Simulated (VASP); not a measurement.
# Co2Si (P6_422) in VASP: single point with PBE

Aim: the single point of Co2Si with PBE.

Program: VASP 6.6.1. These are calculated values, not measurements. Logs are shortened: lines on timing, memory, paths and dates and some standing lists are left out, and cuts for length are marked.

## Step 1: The cell of the first run

The structure is hexagonal, space group P6_422 (No. 181). The conventional cell has a = 4.294 Å, b = 4.294 Å, c = 6.163 Å, α = 90.00°, β = 90.00°, γ = 120.00°. Within 3.2 Å of Co (site symmetry 2) lie 5 Si at 2.39 to 2.51 Å and 9 Co at 2.43 to 3.04 Å. Within 3.2 Å of Si (site symmetry 222) lie 10 Co at 2.39 to 2.51 Å and 4 Si at 2.97 Å.

## Step 2: Single point, PBE, collinear spin, ferromagnetic start

Contents of INCAR:

```
SYSTEM = Co2Si
ALGO = Normal
EDIFF = 1E-6
ENCUT = 520
GGA = PE
ISIF = 2
ISMEAR = 0
ISPIN = 2
KPAR = 4
LASPH = .TRUE.
LCHARG = .TRUE.
LMAXMIX = 4
LORBIT = 11
LREAL = .FALSE.
LVHAR = .TRUE.
LWAVE = .FALSE.
MAGMOM = 1.06 1.06 1.06 1.06 1.06 1.06 0 0 0
NBANDS = 47
NELM = 150
PREC = Accurate
SIGMA = 0.1
```

Contents of KPOINTS:

```
k-points
0
G
  12 12 6
  0 0 0
```

Contents of POSCAR:

```
Co2Si
1.0
    4.2935457333      0.0000000000      0.0000000000
   -2.1467728667      3.7183196773      0.0000000000
    0.0000000000      0.0000000000      6.1628773559
Co Si
6 3
Direct
    0.1738342782      0.3476685564      0.0000000000
    0.8261657218      0.1738342782      0.6666666667
    0.6523314436      0.8261657218      0.3333333333
    0.8261657218      0.6523314436      0.0000000000
    0.1738342782      0.8261657218      0.6666666667
    0.3476685564      0.1738342782      0.3333333333
    0.5000000000      0.0000000000      0.0000000000
    0.5000000000      0.5000000000      0.6666666667
    0.0000000000      0.5000000000      0.3333333333
```

Potentials or basis: VASP PAW PBE potentials, release 64 (Co, Si).

On the command line:

```
cat potpaw_PBE.64/Co/POTCAR potpaw_PBE.64/Si/POTCAR > POTCAR
mpirun -np 4 vasp_std > vasp.out
```

OUTCAR:

```text
SYSTEM = Co2Si
   EDIFF = 1E-6
   ENCUT = 520
   GGA = PE
   ISIF = 2
   ISMEAR = 0
   ISPIN = 2
   LASPH = .TRUE.
   LORBIT = 11
   LREAL = .FALSE.
   NELM = 150
   PREC = Accurate

 ion  position               nearest neighbor table
   1  0.174  0.348  0.000-   8 2.39   9 2.39   7 2.43   2 2.43   6 2.43   4 2.43   4 2.43   7 2.51
                             7 2.51   4 2.59   3 2.91   5 2.91   3 3.04   5 3.04
   2  0.826  0.174  0.667-   7 2.39   9 2.39   8 2.43   1 2.43   3 2.43   5 2.43   5 2.43   8 2.51
                             8 2.51   5 2.59   4 2.91   6 2.91   4 3.04   6 3.04
   3  0.652  0.826  0.333-   7 2.39   8 2.39   9 2.43   4 2.43   2 2.43   6 2.43   6 2.43   9 2.51
                             9 2.51   6 2.59   1 2.91   5 2.91   1 3.04   5 3.04
   4  0.826  0.652  0.000-   8 2.39   9 2.39   7 2.43   5 2.43   3 2.43   1 2.43   1 2.43   7 2.51
                             7 2.51   1 2.59   6 2.91   2 2.91   6 3.04   2 3.04
   5  0.174  0.826  0.667-   7 2.39   9 2.39   8 2.43   4 2.43   6 2.43   2 2.43   2 2.43   8 2.51
                             8 2.51   2 2.59   1 2.91   3 2.91   1 3.04   3 3.04
   6  0.348  0.174  0.333-   7 2.39   8 2.39   9 2.43   1 2.43   5 2.43   3 2.43   3 2.43   9 2.51
                             9 2.51   3 2.59   4 2.91   2 2.91   4 3.04   2 3.04
   7  0.500  0.000  0.000-   2 2.39   5 2.39   3 2.39   6 2.39   4 2.43   1 2.43   1 2.51   4 2.51
                             1 2.51   4 2.51   9 2.97   9 2.97   8 2.97   8 2.97
   8  0.500  0.500  0.667-   1 2.39   4 2.39   3 2.39   6 2.39   5 2.43   2 2.43   2 2.51   5 2.51
                             5 2.51   2 2.51   7 2.97   7 2.97   9 2.97   9 2.97
   9  0.000  0.500  0.333-   1 2.39   4 2.39   2 2.39   5 2.39   3 2.43   6 2.43   3 2.51   6 2.51
                             3 2.51   6 2.51   7 2.97   7 2.97   8 2.97   8 2.97

  LATTYP: Found a hexagonal cell.
 ALAT       =     4.2935457333
 C/A-ratio  =     1.4353817890

  Lattice vectors:

 A1 = (   4.2935457333,   0.0000000000,   0.0000000000)
 A2 = (  -2.1467728667,   3.7183196773,   0.0000000000)
 A3 = (   0.0000000000,   0.0000000000,   6.1628773559)

Analysis of symmetry for initial positions (statically):
=====================================================================
 Subroutine PRICEL returns:
 Original cell was already a primitive cell.

 Routine SETGRP: Setting up the symmetry group for a
 hexagonal supercell.

 Subroutine GETGRP returns: Found 12 space group operations
 (whereof  4 operations were pure point group operations)
 out of a pool of 24 trial point group operations.

The static configuration has the point symmetry D_2 .
 The point group associated with its full space group is D_6 .

Analysis of symmetry for dynamics (positions and initial velocities):
=====================================================================
 Subroutine PRICEL returns:
 Original cell was already a primitive cell.

 Routine SETGRP: Setting up the symmetry group for a
 hexagonal supercell.

 Subroutine GETGRP returns: Found 12 space group operations
 (whereof  4 operations were pure point group operations)
 out of a pool of 24 trial point group operations.

The dynamic configuration has the point symmetry D_2 .
 The point group associated with its full space group is D_6 .

Analysis of structural, dynamic, and magnetic symmetry:
=====================================================================
 Subroutine PRICEL returns:
 Original cell was already a primitive cell.

 Routine SETGRP: Setting up the symmetry group for a
 hexagonal supercell.

 Subroutine GETGRP returns: Found 12 space group operations
 (whereof  4 operations were pure point group operations)
 out of a pool of 24 trial point group operations.

The overall configuration has the point symmetry D_2 .
 The point group associated with its full space group is D_6 .

 Subroutine INISYM returns: Found 12 space group operations
 (whereof  4 operations are pure point group operations),
 and found     1 'primitive' translations

----------------------------------------------------------------------------------------

                                     Primitive cell

  volume of cell :      98.3890

  direct lattice vectors                    reciprocal lattice vectors
     4.293545733  0.000000000  0.000000000     0.232907732  0.134469342  0.000000000
    -2.146772867  3.718319677  0.000000000     0.000000000  0.268938684  0.000000000
     0.000000000  0.000000000  6.162877356     0.000000000  0.000000000  0.162261869

  length of vectors
     4.293545733  4.293545733  6.162877356     0.268938684  0.268938684  0.162261869

  position of ions in fractional coordinates (direct lattice)
     0.173834278  0.347668556  0.000000000
[... 91 lines left out ...]
   NELM   =    150;   NELMIN=  2; NELMDL= -5     # of ELM steps
   EDIFF  = 0.1E-05   stopping-criterion for ELM
   LREAL  =      F    real-space projection
   EDIFFG = 0.1E-04   stopping-criterion for IOM
   NSW    =      0    number of steps for IOM
   IBRION =     -1    ionic relax: 0-MD 1-quasi-New 2-CG
   NFREE  =      0    steps in history (QN), initial steepest desc. (CG)
   ISIF   =      2    stress and relaxation
   ISYM   =      2    0-nonsym 1-usesym 2-fastsym
   POTIM  = 0.5000    time-step for ionic-motion
   TEBEG  =    0.0;   TEEND  =   0.0 temperature during run
   PSTRESS=    0.0 pullay stress
   NELECT =      66.0000    total number of electrons
   NUPDOWN=      -1.0000    fix difference up-down
   EMIN   =  10.00;   EMAX   =-10.00  energy-range for DOS
   EFERMI =   0.00;   METHOD = LEGACY
   ISMEAR =     0;   SIGMA  =   0.10  broadening in eV -4-tet -1-fermi 0-gaus
   EFERMI_NEDOS =   21; number of points for ismear=-14 and -15
   IALGO  =     38    algorithm
   IMIX   =      4    mixing-type and parameters
     AMIX     =   0.40;   BMIX     =  1.00
     AMIX_MAG =   1.60;   BMIX_MAG =  1.00
  volume/ion in A,a.u.               =      10.93        73.77
  Fermi-wavevector in a.u.,A,eV,Ry     =   1.433092  2.708151 27.942996  2.053752
  Thomas-Fermi vector in A             =   2.552648
   LORBIT       =     11    0 simple, 1 ext, 2 COOP (PROOUT), +10 PAW based schemes
   GGA     = PE    functional components
   LHFCALC =     F    Hartree Fock is set to
   AEXX    =    0.0000 exact exchange contribution
   IVDW    =     0    specifies the selected vdW correction
   LEPSILON=     F    determine dielectric tensor
   LRPA    =     F    only Hartree local field effects (RPA)
 spin polarized calculation
 Gauss-broadening in eV      SIGMA  =   0.10
  energy-cutoff  :      520.00
  volume of cell :       98.39
 maximum number of plane-waves:      2676
 NGX is ok and might be reduce to    32
   NGX = 15   NGY = 15   NGZ = 23

 number of electron      66.0000028 magnetization       5.3303536

 Free energy of the ion-electron system (eV)
  ---------------------------------------------------
  ext. energy  EPLUGINS =         0.00000000
  ---------------------------------------------------
  free energy    TOTEN  =       -60.91649816 eV

  energy without entropy =      -60.86707615  energy(sigma->0) =      -60.89178716

 E-fermi :  11.4698     XC(G=0): -13.0146

 val. band max:       11.4697500798   @ k =   0.3333   0.0833   0.0000
 cond. band min:      11.4711559674   @ k =   0.3333   0.2500   0.3333
 fundamental gap:      0.0014058876
 Fermi energy:        11.4697990452

 spin component 1

 k-point     1 :       0.0000    0.0000    0.0000
  band No.  band energies     occupation
      1      -1.0152      1.00000
      2       2.4314      1.00000
      3       2.4314      1.00000
      4       5.8459      1.00000
      5       6.2643      1.00000
      6       6.2643      1.00000
[... 1141 lines left out ...]
     44      16.8145      0.00000
     45      17.3079      0.00000

 [... further k-points ...]

 spin component 2

 k-point     1 :       0.0000    0.0000    0.0000
  band No.  band energies     occupation
      1      -1.0384      1.00000
      2       2.4336      1.00000
      3       2.4336      1.00000
      4       6.1285      1.00000
      5       6.6046      1.00000
      6       6.6046      1.00000
[... 1141 lines left out ...]
     44      17.1156      0.00000
     45      17.6022      0.00000

 [... further k-points ...]

 [bands above 45 left out]

------------------------ aborting loop because EDIFF is reached ----------------------------------------

  FORCE on cell =-STRESS in cart. coord.  units (eV):
  Direction    XX          YY          ZZ          XY          YZ          ZX
  --------------------------------------------------------------------------------------
  -------------------------------------------------------------------------------------
  Total       -0.2500498     -0.2500498     -0.0841553      0.0000000      0.0000000      0.0000000
  in kB       -4.0718398     -4.0718398     -1.3703955      0.0000000      0.0000000      0.0000000
  external PRESSURE =      -3.1713584 kB  Pullay stress =       0.0000000 kB

 VOLUME and BASIS-vectors are now :
 -----------------------------------------------------------------------------
  energy-cutoff  :      520.00
  volume of cell :       98.39
      direct lattice vectors                 reciprocal lattice vectors
     4.293545733  0.000000000  0.000000000     0.232907732  0.134469342  0.000000000
    -2.146772867  3.718319677  0.000000000     0.000000000  0.268938684  0.000000000
     0.000000000  0.000000000  6.162877356     0.000000000  0.000000000  0.162261869

 POSITION                                       TOTAL-FORCE (eV/Angst)
 -----------------------------------------------------------------------------------
     -0.00000      1.29274      0.00000        -0.000000      0.000888      0.000000
      3.17400      0.64637      4.10858        -0.000769      0.000444      0.000000
      1.02722      3.07195      2.05429        -0.000769     -0.000444     -0.000000
      2.14677      2.42558      0.00000         0.000000     -0.000888      0.000000
     -1.02722      3.07195      4.10858         0.000769     -0.000444     -0.000000
      1.11955      0.64637      2.05429         0.000769      0.000444     -0.000000
      2.14677      0.00000      0.00000        -0.000000     -0.000000     -0.000000
      1.07339      1.85916      4.10858        -0.000000     -0.000000      0.000000
     -1.07339      1.85916      2.05429        -0.000000     -0.000000     -0.000000
 -----------------------------------------------------------------------------------
    total drift:                               -0.000000      0.000000     -0.000000

  FREE ENERGIE OF THE ION-ELECTRON SYSTEM (eV)
  ---------------------------------------------------
  free  energy   TOTEN  =       -60.9164981615 eV

  energy  without entropy=      -60.8670761530  energy(sigma->0) =      -60.89178716

 total charge

# of ion       s       p       d       tot
------------------------------------------
    1        0.456   0.557   7.433   8.446
    2        0.456   0.557   7.433   8.446
    3        0.456   0.557   7.433   8.446
    4        0.456   0.557   7.433   8.446
    5        0.456   0.557   7.433   8.446
    6        0.456   0.557   7.433   8.446
    7        0.720   0.876   0.000   1.596
    8        0.720   0.876   0.000   1.596
    9        0.720   0.876   0.000   1.596
--------------------------------------------------
tot          4.898   5.967  44.596  55.462

 magnetization (x)

# of ion       s       p       d       tot
------------------------------------------
    1       -0.001  -0.007   0.935   0.926
    2       -0.001  -0.007   0.935   0.926
    3       -0.001  -0.007   0.935   0.926
    4       -0.001  -0.007   0.935   0.926
    5       -0.001  -0.007   0.935   0.926
    6       -0.001  -0.007   0.935   0.926
    7       -0.006  -0.028   0.000  -0.034
    8       -0.006  -0.028   0.000  -0.034
    9       -0.006  -0.028   0.000  -0.034
--------------------------------------------------
tot         -0.026  -0.126   5.608   5.455
```

It took 7 min on 4 MPI ranks of Oxide Virtual Turin-like, shared host; peak memory 0.55 GiB.

Results:

```
Free energy                                           : -60.9165 eV
Pressure                                              : -0.3 GPa
Net moment                                            : 5.33 μB per cell
Site moments                                          : Co +0.93; Si -0.03 μB
Valence electrons inside the program's atomic spheres : Co 8.45; Si 1.60
```

Stress tensor (GPa, compression positive):
```
-0.41  0.00  0.00
 0.00 -0.41  0.00
 0.00  0.00 -0.14
```
